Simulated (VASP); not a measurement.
Input of a VASP 6.6.1 run:

POSCAR

```
Rb2SnRh6
1.0
    0.0000000000      4.5545719885      4.5545719885
    4.5545719885      0.0000000000      4.5545719885
    4.5545719885      4.5545719885      0.0000000000
Rh Sn Rb
6 1 2
Direct
    0.7985191324      0.2014808676      0.2014808676
    0.2014808676      0.7985191324      0.2014808676
    0.2014808676      0.7985191324      0.7985191324
    0.7985191324      0.2014808676      0.7985191324
    0.2014808676      0.2014808676      0.7985191324
    0.7985191324      0.7985191324      0.2014808676
    0.5000000000      0.5000000000      0.5000000000
    0.2500000000      0.2500000000      0.2500000000
    0.7500000000      0.7500000000      0.7500000000
```

The input INCAR.step1:

```
PREC = Accurate ; ENCUT = 520
ISMEAR = -1 ; SIGMA = 0.1
LREAL = False ; LASPH = True
NELM = 100 ; NBANDS = 71
GGA = PE ; ALGO = Normal
EDIFF = 1E-4 ; LWAVE = True
LCHARG = False
```

File INCAR.step2:

```
PREC = Accurate ; ENCUT = 520
EDIFF = 1E-7 ; ISMEAR = -1
SIGMA = 0.1 ; LREAL = False
LASPH = True ; NELM = 100
ALGO = Normal ; ISIF = 2
LWAVE = False ; LCHARG = True
METAGGA = R2SCAN ; LMIXTAU = True
LELF = True ; LVHAR = True
NBANDS = 71 ; ISTART = 1
```

Contents of KPOINTS:

```
regular mesh
0
Gamma
  7 7 7
```

Potentials or basis: VASP PAW PBE potentials, release 64 (Rh_pv, Sn_d, Rb_sv).

Command:

```bash
$ cat potpaw_PBE.64/Rh_pv/POTCAR potpaw_PBE.64/Sn_d/POTCAR potpaw_PBE.64/Rb_sv/POTCAR > POTCAR
$ cp INCAR.step1 INCAR
$ mpirun -np 1 vasp_std > vasp.out
$ cp INCAR.step2 INCAR
$ mpirun -np 1 vasp_std > vasp.out
```

Task: What does it give for the band gap on the k mesh?

Result: Zero (bands 61 and 62 overlap by 0.62 eV).

Task: Predict the largest force.

Result: 0.017 eV/Å.

Forces on the atoms (eV/Å):
```
Rh   0.017  0.000  0.000
Rh   0.000  0.017  0.000
Rh  -0.017  0.000  0.000
Rh   0.000 -0.017  0.000
Rh   0.000  0.000  0.017
Rh   0.000  0.000 -0.017
Sn   0.000  0.000  0.000
Rb   0.000  0.000  0.000
Rb   0.000  0.000  0.000
```

Caveat: the PAW data sets were made with another functional, which shifts forces and pressure a little; spin-orbit coupling is left out, which moves the levels of the heavy elements.
